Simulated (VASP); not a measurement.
Input of a VASP 6.6.1 run:

File INCAR:

```
SYSTEM = MgBe2SeS2
PREC = Accurate ; ENCUT = 520
EDIFF = 1E-7 ; ISMEAR = 0
SIGMA = 0.1 ; LREAL = .FALSE.
LASPH = .TRUE. ; NELM = 100
ALGO = Normal ; ISIF = 2
LWAVE = .FALSE. ; LCHARG = .TRUE.
GGA = PE ; LELF = .TRUE.
LVHAR = .TRUE. ; NBANDS = 21
```

KPOINTS

```
regular mesh
0
G
  4 4 4
  0 0 0
```

Contents of POSCAR:

```
MgBe2SeS2
1.0
    3.4631915274      0.0000000000      0.0000000000
    0.0000000000      3.4631915274      0.0000000000
    0.0000000000      0.0000000000     10.7466296641
Mg Be Se S
1 2 1 2
Direct
    0.0000000000      0.0000000000      0.0000000000
    0.5000000000      0.0000000000      0.4263654021
    0.0000000000      0.5000000000      0.5736345979
    0.5000000000      0.5000000000      0.0000000000
    0.5000000000      0.0000000000      0.6158042730
    0.0000000000      0.5000000000      0.3841957270
```

Potentials or basis: VASP PAW PBE potentials, release 64 (Mg, Be, Se, S).

Launch:

```console
$ cat potpaw_PBE.64/Mg/POTCAR potpaw_PBE.64/Be/POTCAR potpaw_PBE.64/Se/POTCAR potpaw_PBE.64/S/POTCAR > POTCAR
$ mpirun -np 1 vasp_std > vasp.out
```

(1) Predict the band gap on the k mesh.

(2) Estimate the pressure.

(3) Predict the largest force.

Results:

(1) 0.68 eV, indirect (least direct gap 0.87 eV).

(2) 0.0 GPa.

(3) 0.011 eV/Å.

Caveat: the k points lie up to 0.45 Å⁻¹ apart.
